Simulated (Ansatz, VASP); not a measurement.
One calculation of Sn, two programs

File INCAR:

```
SYSTEM = Sn
PREC = Accurate
ENCUT = 600
EDIFF = 1E-6
ISMEAR = 0
SIGMA = 0.1
LREAL = .False.
LASPH = .True.
NELM = 80
ALGO = Fast
ISIF = 3
LWAVE = .False.
LCHARG = .False.
GGA = PE
IBRION = 2
NSW = 100
EDIFFG = -0.005
```

Contents of KPOINTS:

```
regular mesh
0
Gamma
  12 12 12
  0 0 0
```

The input POSCAR:

```
Sn
1.0
    0.0000000000      3.2456000000      3.2456000000
    3.2456000000      0.0000000000      3.2456000000
    3.2456000000      3.2456000000      0.0000000000
Sn
2
Direct
    0.5000000000      0.5000000000      0.5000000000
    0.7500000000      0.7500000000      0.7500000000
```

Input for Ansatz:

```yaml
crystal:
  lattice:
    - [0.0, 3.2456, 3.2456]
    - [3.2456, 0.0, 3.2456]
    - [3.2456, 3.2456, 0.0]
  atoms:
    - { symbol: Sn, position: [0.5, 0.5, 0.5] }
    - { symbol: Sn, position: [0.75, 0.75, 0.75] }
basis:
  ecutwfc: 420
kpoints:
  mp_grid: { grid: [12, 12, 12] }
hamiltonian:
  xc: pbe
scf:
  occupations: { method: gaussian, width: 0.1 }
output:
  forces: true
  stress: true
  eigenvalues: true
  write_density: true
  write_potential: true
  elf: true
  volumetric_format: npy
relax:
  adjacent_minimum: "off"
  f_tol: 0.005
  max_steps: 80
  cell: { stress_tol: 0.05 }
```

Alike in both runs: task relaxation of cell and atoms; functional PBE; k mesh 12 × 12 × 12; occupations gaussian, width 0.1 eV; no spin polarisation.

|  | VASP | Ansatz |
| --- | --- | --- |
| version | VASP 6.6.1 | Ansatz 0.2.0 |
| potentials or method | VASP PAW PBE potentials, release 64 (Sn_d), cutoff 600 eV | scalar-relativistic, plane waves, PAW |
| valence electrons in the cell | 28 | 28 |

Ansatz gave:

| Quantity | Value |
| --- | --- |
| gap on the k mesh at the Fermi level, each at its own relaxed structure (eV) | none |
| relaxed volume (Å³/atom) | 36.86 |
| relaxed cell length with the largest relative difference (Å) | 4.707 |

**Question.** What did VASP give for the same quantities?

**Answer.** gap on the k mesh at the Fermi level, each at its own relaxed structure (eV): none; relaxed volume (Å³/atom): 36.81; relaxed cell length with the largest relative difference (Å): 4.704.

A gap of «none» marks a metal or a gap that the smearing closes.
